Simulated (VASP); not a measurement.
# MoS2 in VASP: notebook

The runs below take MoS2 through relaxation of the atoms, single point, with PBE+D3(BJ).

All numbers are computed with VASP 6.6.1; they aren't measurements. Logs are shortened: lines on timing, memory, paths and dates and some standing lists are left out, and cuts for length are marked.

### 1 The cell of the first run

The cell holds a slab with vacuum, 3 atoms: a = 3.184 Å, b = 3.184 Å, c = 17.335 Å, α = 90.00°, β = 90.00°, γ = 120.00°.

### 2 Relaxation of the atoms, PBE+D3(BJ)

The input, INCAR:

```
SYSTEM = MoS2
  ALGO = Normal
  EDIFF = 1E-6
  EDIFFG = -0.01
  ENCUT = 520
  GGA = PE
  IBRION = 2
  ISIF = 2
  ISMEAR = 0
  IVDW = 12
  LASPH = .TRUE.
  LCHARG = .FALSE.
  LREAL = .FALSE.
  LWAVE = .FALSE.
  NELM = 60
  NSW = 60
  PREC = Accurate
  SIGMA = 0.02
```

The input, KPOINTS:

```
k-points
0
G
  12 12 2
  0 0 0
```

The input, POSCAR:

```
MoS2
1.0
    3.1841260822      0.0000000000      0.0000000000
   -1.5920630411      2.7575340760      0.0000000000
    0.0000000000      0.0000000000     17.3345999500
Mo S
1 2
Direct
    0.0000000000      0.0000000000      0.0000000000
    0.3333333300      0.6666666700      0.0894929800
    0.3333333300      0.6666666700      0.9105070200
```

Potentials or basis: VASP PAW PBE potentials, release 64 (Mo_sv, S).

Launch:

```console
cat potpaw_PBE.64/Mo_sv/POTCAR potpaw_PBE.64/S/POTCAR > POTCAR
mpirun -np 1 vasp_std > vasp.out
```

OUTCAR:

```text
SYSTEM = MoS2
   EDIFF = 1E-6
   EDIFFG = -0.01
   ENCUT = 520
   GGA = PE
   IBRION = 2
   ISIF = 2
   ISMEAR = 0
   IVDW = 12
   LASPH = .TRUE.
   LREAL = .FALSE.
   NELM = 60
   NSW = 60
   PREC = Accurate
 IVDW          = 12

 ion  position               nearest neighbor table
   1  0.000  0.000  0.000-   2 2.41   3 2.41   2 2.41   3 2.41   2 2.41   3 2.41
   2  0.333  0.667  0.089-   1 2.41   1 2.41   1 2.41
   3  0.333  0.667  0.911-   1 2.41   1 2.41   1 2.41

  LATTYP: Found a hexagonal cell.
 ALAT       =     3.1841260822
 C/A-ratio  =     5.4440683260

  Lattice vectors:

 A1 = (   3.1841260822,   0.0000000000,   0.0000000000)
 A2 = (  -1.5920630411,   2.7575340760,   0.0000000000)
 A3 = (   0.0000000000,   0.0000000000,  17.3345999500)

Analysis of symmetry for initial positions (statically):
=====================================================================
 Subroutine PRICEL returns:
 Original cell was already a primitive cell.

 Routine SETGRP: Setting up the symmetry group for a
 hexagonal supercell.

 Subroutine GETGRP returns: Found 12 space group operations
 (whereof 12 operations were pure point group operations)
 out of a pool of 24 trial point group operations.

The static configuration has the point symmetry D_3h.

Analysis of symmetry for dynamics (positions and initial velocities):
=====================================================================
 Subroutine PRICEL returns:
 Original cell was already a primitive cell.

 Routine SETGRP: Setting up the symmetry group for a
 hexagonal supercell.

 Subroutine GETGRP returns: Found 12 space group operations
 (whereof 12 operations were pure point group operations)
 out of a pool of 24 trial point group operations.

The dynamic configuration has the point symmetry D_3h.

 Subroutine INISYM returns: Found 12 space group operations
 (whereof 12 operations are pure point group operations),
 and found     1 'primitive' translations

----------------------------------------------------------------------------------------

                                     Primitive cell

  volume of cell :     152.2036

  direct lattice vectors                    reciprocal lattice vectors
     3.184126082  0.000000000  0.000000000     0.314057915  0.181321422  0.000000000
    -1.592063041  2.757534076  0.000000000     0.000000000  0.362642844  0.000000000
     0.000000000  0.000000000 17.334599950     0.000000000  0.000000000  0.057688092

[... 151 lines left out ...]
 VOLUME and BASIS-vectors are now :
 -----------------------------------------------------------------------------
  energy-cutoff  :      520.00
  volume of cell :      152.20
      direct lattice vectors                 reciprocal lattice vectors
     3.184126082  0.000000000  0.000000000     0.314057915  0.181321422  0.000000000
    -1.592063041  2.757534076  0.000000000     0.000000000  0.362642844  0.000000000
     0.000000000  0.000000000 17.334599950     0.000000000  0.000000000  0.057688092

 POSITION                                       TOTAL-FORCE (eV/Angst)
 -----------------------------------------------------------------------------------
      0.00000      0.00000      0.00000        -0.000000      0.000000      0.000000
     -0.00000      1.83836      1.55133        -0.000000     -0.000000      0.103476
     -0.00000      1.83836     15.78327         0.000000     -0.000000     -0.103476
 -----------------------------------------------------------------------------------
    total drift:                                0.000016     -0.000009      0.000000

  FREE ENERGIE OF THE ION-ELECTRON SYSTEM (eV)
  ---------------------------------------------------
  free  energy   TOTEN  =       -22.7946849958 eV

  energy  without entropy=      -22.7946849958  energy(sigma->0) =      -22.79468500

--------------------------------------- Ionic step        2  -------------------------------------------

 number of electron      25.9999999 magnetization

 Free energy of the ion-electron system (eV)
  ---------------------------------------------------
  ext. energy  EPLUGINS =         0.00000000
  ---------------------------------------------------
  free energy    TOTEN  =       -21.85218043 eV

  energy without entropy =      -21.85218043  energy(sigma->0) =      -21.85218043

 E-fermi :  -1.3344     XC(G=0):  -4.4097

 val. band max:       -1.4151251401   @ k =   0.0000   0.0000   0.0000
 cond. band min:       0.2153438078   @ k =   0.3333   0.3333   0.0000
 fundamental gap:      1.6304689479
 Fermi energy:        -1.3343863567

 k-point     1 :       0.0000    0.0000    0.0000
  band No.  band energies     occupation
      1     -62.2994      2.00000
      2     -36.4395      2.00000
      3     -36.2381      2.00000
      4     -36.2381      2.00000
      5     -15.5208      2.00000
      6     -14.2009      2.00000
[... 457 lines left out ...]
      4     -36.3025      2.00000
      5     -14.2166      2.00000
      6     -13.6798      2.00000
[... 9 lines left out ...]
     16       1.9791      0.00000
     17       2.6720      0.00000

 [... further k-points ...]

------------------------ aborting loop because EDIFF is reached ----------------------------------------

 Edisp (eV)   -0.94306

 E8    (eV) :    -0.4074

  FORCE on cell =-STRESS in cart. coord.  units (eV):
  Direction    XX          YY          ZZ          XY          YZ          ZX
  --------------------------------------------------------------------------------------
  -------------------------------------------------------------------------------------
  Total      -0.87391    -0.87391    -0.00120    -0.00000    -0.00000    -0.00000
  in kB      -9.19923    -9.19923    -0.01267    -0.00000    -0.00000    -0.00000
  external pressure =       -6.14 kB  Pullay stress =        0.00 kB

 VOLUME and BASIS-vectors are now :
 -----------------------------------------------------------------------------
  energy-cutoff  :      520.00
  volume of cell :      152.20
      direct lattice vectors                 reciprocal lattice vectors
     3.184126082  0.000000000  0.000000000     0.314057915  0.181321422  0.000000000
    -1.592063041  2.757534076  0.000000000     0.000000000  0.362642844  0.000000000
     0.000000000  0.000000000 17.334599950     0.000000000  0.000000000  0.057688092

 POSITION                                       TOTAL-FORCE (eV/Angst)
 -----------------------------------------------------------------------------------
      3.18413      0.00000      0.00000         0.000000      0.000000      0.000000
     -0.00000      1.83836      1.55632        -0.000000      0.000000      0.008285
     -0.00000      1.83836     15.77828        -0.000000      0.000000     -0.008285
 -----------------------------------------------------------------------------------
    total drift:                                0.000016     -0.000009     -0.000000

  FREE ENERGIE OF THE ION-ELECTRON SYSTEM (eV)
  ---------------------------------------------------
  free  energy   TOTEN  =       -22.7952396391 eV

  energy  without entropy=      -22.7952396391  energy(sigma->0) =      -22.79523964

 reached required accuracy - stopping structural energy minimisation
```

CONTCAR:

```text
MoS2
   1.00000000000000
     3.1841260822000002    0.0000000000000000    0.0000000000000000
    -1.5920630411000001    2.7575340759999998    0.0000000000000000
     0.0000000000000000    0.0000000000000000   17.3345999500000012
  Mo              S
     1     2
Direct
     1.0000000000000000    0.0000000000000000    0.0000000000000000
     0.3333333300000021    0.6666666699999979    0.0897809566890502
     0.3333333300000021    0.6666666699999979    0.9102190433109498

  0.00000000E+00  0.00000000E+00  0.00000000E+00
  0.00000000E+00  0.00000000E+00  0.00000000E+00
  0.00000000E+00  0.00000000E+00  0.00000000E+00
```

It took 3.2 min on 1 thread of Oxide Virtual Turin-like, shared host; peak memory 0.3 GiB.

What came out:

```yaml
Free_energy: -22.7952 eV
Energy_gained_by_relaxing: 0.2 meV/atom
Ionic_steps: 2
Largest_force_after_relaxing: 0.008 eV/Å
Band_gap_on_the_k_mesh: 1.63 eV (least direct gap 1.67 eV)
Dispersion_energy_per_atom: -0.314 eV
```

Forces on the atoms (eV/Å):
```
Mo   0.000  0.000  0.000
S    0.000  0.000  0.008
S    0.000  0.000 -0.008
```

The path:
```
step  energy change (eV)  largest force (eV/Å)  pressure (GPa)
   1              0.0000                0.1035           -0.44
   2             -0.0006                0.0083           -0.61
```

Final structure:
```
Mo S
1.0
     3.18413    0.00000    0.00000
    -1.59206    2.75753    0.00000
     0.00000    0.00000   17.33460
Mo S
1 2
Direct
  0.00000 0.00000 0.00000
  0.33333 0.66667 0.08978
  0.33333 0.66667 0.91022
```

Levels at points of the mesh, in eV from the valence-band top:
```
           k point  band 11  band 12  band 13  band 14  band 15  band 16
(0.00, 0.00, 0.00)    -1.55    -1.55     0.00     2.74     2.74     3.01
(0.50, 0.00, 0.00)    -1.88    -1.01    -0.65     2.22     2.74     3.88
(0.00, 0.00, 0.50)    -1.55    -1.55     0.00     2.74     2.74     3.01
(0.50, 0.00, 0.50)    -1.88    -1.01    -0.65     2.22     2.74     3.88
```

### 3 Single point, PBE+D3(BJ)

This run uses another cell than the first one: it holds 36 atoms, not 3.

The input, INCAR:

```
PREC = Accurate
ENCUT = 520
EDIFF = 1E-6
ISMEAR = 0
SIGMA = 0.01
LREAL = Auto
LASPH = T
NELM = 80
ALGO = Normal
ISIF = 2
LWAVE = F
LCHARG = T
GGA = PE
IVDW = 12
LELF = T
LVHAR = T
NBANDS = 180
```

The input, KPOINTS:

```
Automatic mesh
0
Gamma
  2 2 2
  0.5 0.5 0.5
```

The input, POSCAR:

```
MoS2
1.0
    3.1494702786      5.4550425393     -6.6451646516
    3.1494702785     -5.4550425393     -6.6451646516
   -6.2989405570      0.0000000001     -6.6451646516
Mo S
12 24
Direct
    0.5000000000      0.5000000000      0.0000000000
    0.1666666667      0.1666666667      0.6666666667
    0.3333333333      0.8333333333      0.8333333333
    0.3333333333      0.3333333333      0.3333333333
    0.8333333333      0.3333333333      0.8333333333
    0.5000000000      1.0000000000      0.5000000000
    0.1666666667      0.6666666667      0.1666666667
    0.0000000000      1.0000000000      0.0000000000
    0.6666666667      0.6666666667      0.6666666667
    0.0000000000      0.5000000000      0.5000000000
    0.6666666667      0.1666666667      0.1666666667
    0.8333333333      0.8333333333      0.3333333333
    0.4214068283      0.5880734950      0.7547401616
    0.0880734950      0.2547401616      0.4214068283
    0.2547401616      0.9214068283      0.5880734950
    0.2547401616      0.4214068283      0.0880734950
    0.7547401616      0.4214068283      0.5880734950
    0.4214068283      0.0880734950      0.2547401616
    0.0880734950      0.7547401616      0.9214068283
    0.9214068283      0.0880734950      0.7547401616
    0.5880734950      0.7547401616      0.4214068283
    0.9214068283      0.5880734950      0.2547401616
    0.5880734950      0.2547401616      0.9214068283
    0.7547401616      0.9214068283      0.0880734950
    0.2452598384      0.4119265050      0.5785931717
    0.9119265050      0.0785931717      0.2452598384
    0.0785931717      0.7452598384      0.4119265050
    0.0785931717      0.2452598384      0.9119265050
    0.5785931717      0.2452598384      0.4119265050
    0.2452598384      0.9119265050      0.0785931717
    0.9119265050      0.5785931717      0.7452598384
    0.7452598384      0.9119265050      0.5785931717
    0.4119265050      0.5785931717      0.2452598384
    0.7452598384      0.4119265050      0.0785931717
    0.4119265050      0.0785931717      0.7452598384
    0.5785931717      0.7452598384      0.9119265050
```

Potentials or basis: VASP PAW PBE potentials, release 64 (Mo_sv, S).

Launch:

```console
cat potpaw_PBE.64/Mo_sv/POTCAR potpaw_PBE.64/S/POTCAR > POTCAR
mpirun -np 1 vasp_std > vasp.out
```

Wall time 17 min (1 thread of Oxide Virtual Turin-like, shared host); peak memory 0.71 GiB.

The run converged. Its results:

| Quantity | Value |
| --- | --- |
| Free energy | -275.8843 eV |
| Pressure | -0.1 GPa |
| Largest force | 0.008 eV/Å |
| Band gap on the k mesh | 1.55 eV |
| Dispersion energy per atom | -0.398 eV |

Forces on the atoms (eV/Å):
```
Mo   0.000  0.000  0.000
Mo   0.000  0.000  0.000
Mo   0.000  0.000  0.000
Mo   0.000  0.000  0.000
Mo   0.000  0.000  0.000
Mo   0.000  0.000  0.000
Mo   0.000  0.000  0.000
Mo   0.000  0.000  0.000
Mo   0.000  0.000  0.000
Mo   0.000  0.000  0.000
Mo   0.000  0.000  0.000
Mo   0.000  0.000  0.000
S    0.000  0.000 -0.008
S    0.000  0.000 -0.008
S    0.000  0.000 -0.008
S    0.000  0.000 -0.008
S    0.000  0.000 -0.008
S    0.000  0.000 -0.008
S    0.000  0.000 -0.008
S    0.000  0.000 -0.008
S    0.000  0.000 -0.008
S    0.000  0.000 -0.008
S    0.000  0.000 -0.008
S    0.000  0.000 -0.008
S    0.000  0.000  0.008
S    0.000  0.000  0.008
S    0.000  0.000  0.008
S    0.000  0.000  0.008
S    0.000  0.000  0.008
S    0.000  0.000  0.008
S    0.000  0.000  0.008
S    0.000  0.000  0.008
S    0.000  0.000  0.008
S    0.000  0.000  0.008
S    0.000  0.000  0.008
S    0.000  0.000  0.008
```

Levels at points of the mesh, in eV from the valence-band top:
```
           k point  band 152  band 153  band 154  band 155  band 156  band 157  band 158  band 159  band 160  band 161
(0.25, 0.25, 0.25)     -0.72     -0.72     -0.17     -0.10      0.00      1.55      1.55      1.55      1.66      1.67
```

Caveat: a shifted mesh leaves out Γ, where band edges can lie.
